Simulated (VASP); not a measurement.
Ag, 3 atoms in the cell. Symmetry: R-3m, No. 166, trigonal system. Conventional cell: a = 2.897 Å, b = 2.897 Å, c = 21.268 Å, α = 90.00°, β = 90.00°, γ = 120.00°. Ag (site symmetry -3m) has 12 Ag at 2.89 to 2.90 Å within 3.8 Å. Within 3.8 Å of Ag (site symmetry 3m) lie 12 Ag at 2.89 to 2.90 Å. 

```yaml
Program: VASP 6.6.1
Task: single point
Functional: PBEsol
Potentials_or_basis: VASP PAW PBE potentials, release 64 (Ag)
Cutoff: 520 eV
k_mesh: 18 × 18 × 18
Occupations: gaussian, width 0.1 eV
Spin: no spin polarisation
Dipole_correction: no
Further_INCAR_settings: ALGO = Fast; EDIFF = 1e-07; NBANDS = 24
```

Potentials or basis: VASP PAW PBE potentials, release 64 (Ag).

Command:

```sh
$ cat potpaw_PBE.64/Ag/POTCAR > POTCAR
$ mpirun -np 1 vasp_std > vasp.out
```

Hardware: 1 thread of Intel(R) Xeon(R) Platinum 8488C (Sapphire Rapids), on a shared host.

Estimate the wall time of this run.

Run time: 45 min on 1 thread of Intel(R) Xeon(R) Platinum 8488C (Sapphire Rapids), with other jobs on the host, peak memory 0.81 GiB. Counts: scf iterations 14, k points 580.
